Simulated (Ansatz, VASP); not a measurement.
## CuI: VASP beside Ansatz

POSCAR

```
CuI
1.0
    0.0000000000      3.0850703846      3.0850703846
    3.0850703846      0.0000000000      3.0850703846
    3.0850703846      3.0850703846      0.0000000000
Cu I
1 1
Direct
    0.0000000000      0.0000000000      0.0000000000
    0.2500000000      0.2500000000      0.2500000000
```

The input INCAR.step1:

```
SYSTEM = CuI
PREC = Accurate ; ENCUT = 520
EDIFF = 1E-5 ; ISMEAR = -1
SIGMA = 0.05 ; LREAL = .False.
LASPH = .True. ; NELM = 60
ALGO = Normal ; ISIF = 2
LWAVE = .True. ; LCHARG = .False.
NBANDS = 16 ; GGA = PE
```

The input INCAR.step2:

```
SYSTEM = CuI
PREC = Accurate ; ENCUT = 520
EDIFF = 1E-6 ; ISMEAR = -1
SIGMA = 0.05 ; LREAL = .False.
LASPH = .True. ; NELM = 60
ALGO = Normal ; ISIF = 2
LWAVE = .False. ; LCHARG = .False.
GGA = PE ; LHFCALC = .True.
HFSCREEN = 0.2079 ; PRECFOCK = Normal
NBANDS = 16 ; ISTART = 1
```

File KPOINTS:

```
Automatic mesh
0
Gamma
  4 4 4
  0 0 0
```

Input for Ansatz:

```yaml
crystal:
  lattice:
    - [0.0, 3.085070384632, 3.085070384632]
    - [3.085070384632, 0.0, 3.085070384632]
    - [3.085070384632, 3.085070384632, 0.0]
  atoms:
    - { symbol: Cu, position: [0.0, 0.0, 0.0] }
    - { symbol: I, position: [0.25, 0.25, 0.25] }
kpoints:
  mp_grid: { grid: [4, 4, 4] }
hamiltonian:
  xc: hse06
  pseudopotentials: { kind: paw }
scf:
  occupations: { method: fermi_dirac, width: 0.05 }
  convergence: { dr2_threshold: "1e-10 eV" }
  exx: { energy_threshold: "2e-8 eV" }
output:
  forces: true
  stress: true
  eigenvalues: true
```

Alike in both runs: task single point; functional HSE06; k mesh 4 × 4 × 4; occupations fermi-dirac, width 0.05 eV; no spin polarisation.

|  | VASP | Ansatz |
| --- | --- | --- |
| version | VASP 6.6.1 | Ansatz 0.2.0 development build |
| potentials or method | VASP PAW PBE potentials, release 64 (Cu, I) | plane waves, PAW datasets (generated soft set 1) |
| plane-wave cutoff (eV) | 520 | 420 |
| valence electrons in the cell | 18 | 36 |

|  | VASP | Ansatz | Ansatz less VASP |
| --- | --- | --- | --- |
| gap on the k mesh at the Fermi level (eV) | 2.49 | 2.53 | +0.043 |

VASP's potentials hold 18 valence electrons a cell and Ansatz's 36, so a difference there can come from the potentials and not from the codes.

The k mesh is coarse, so the values compare programs but aren't converged. Neither program's run includes spin-orbit coupling.
